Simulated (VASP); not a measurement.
# K: single point with LDA

K:

```
K
1.0
     0.00000    3.49936    3.49936
     3.49936    0.00000    3.49936
     3.49936    3.49936    0.00000
K
2
Direct
  0.87500 0.87500 0.87500
  0.12500 0.12500 0.12500
```

This isn't the form of K at room conditions, which is bcc.

- Program: VASP 6.6.1
- Task: single point
- Functional: LDA
- Potentials or basis: VASP PAW LDA potentials, release 64 (K_sv)
- Cutoff: 520 eV
- k mesh: 9 × 9 × 9
- Occupations: fermi-dirac, width 0.08 eV
- Spin: no spin polarisation
- Dipole correction: no
- k mesh for the DOS: 14 × 14 × 14
- Occupations for the DOS: tetrahedron
- Further INCAR settings: ALGO = Normal; EDIFF = 1e-06; NBANDS = 16

* Valence electrons inside the program's atomic spheres: K 7.58

Levels at points of the mesh, in eV from the Fermi level:
| k point | band 6 | band 7 | band 8 | band 9 | band 10 | band 11 | band 12 | band 13 |
| --- | --- | --- | --- | --- | --- | --- | --- | --- |
| (0.00, 0.00, 0.00) | -15.98 | -15.98 | -15.98 | -2.78 | 2.37 | 2.37 | 2.91 | 2.91 |
| (0.50, 0.00, 0.00) | -15.95 | -15.87 | -15.87 | -0.33 | -0.29 | 1.90 | 1.90 | 3.36 |
| (0.50, 0.50, 0.00) | -16.34 | -15.77 | -15.77 | -0.01 | -0.01 | 2.05 | 2.05 | 3.37 |

It took 3.2 min on 1 thread of Intel Xeon 8259CL (shared host), peak memory 0.25 GiB.
